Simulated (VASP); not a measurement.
Runs of VASP 6.6.1 on Pt. The structure is that of space group I4/mmm (No. 139), or close to it. The cells are those of the table. 

| cell | further INCAR settings | gap on the mesh (eV) | pressure (GPa) |
| --- | --- | --- | --- |
| a = 2.819 Å, angles 111.6, 111.6, 105.3°, 1 atom | ALGO = Fast; EDIFF = 1e-06; NBANDS = 11 | none | -16.1 |
| a = 2.748 Å, angles 106.3, 106.3, 115.9°, 1 atom | ALGO = Fast; EDIFF = 1e-06; NBANDS = 11 | none | -1.1 |
| a = 2.782 Å, angles 107.4, 107.4, 113.7°, 1 atom | ALGO = Fast; EDIFF = 1e-07; NBANDS = 11 | none | (a) |
| a = 2.825 Å, angles 105.4, 105.4, 117.9°, 1 atom | ALGO = Fast; EDIFF = 1e-06; NBANDS = 11 | none | -15.7 |
| a = 2.858 Å, angles 106.5, 106.5, 115.7°, 1 atom | ALGO = Fast; EDIFF = 1e-07; NBANDS = 11 | none | -21.1 |
| a = 2.748 Å, angles 112.8, 112.8, 103.0°, 1 atom | ALGO = Fast; EDIFF = 1e-06; NBANDS = 11 | none | -1.1 |

Alike in all rows: task single point; level PBE; potentials or basis VASP PAW PBE potentials, release 64 (Pt); no spin polarisation; k mesh 22 × 22 × 22; cutoff (eV) 520; smearing gaussian 0.15 eV.

**Question.** Fill in the values left out.

**Answer.** (a) -9.6.

Caveats: spin-orbit coupling is left out, which moves the levels of the heavy elements; the cell stands under tension (at least some runs).

A k mesh can miss the band edges, and the runs leave out spin-orbit coupling on Pt.

A gap of «none» marks levels without a gap at the run's occupations.
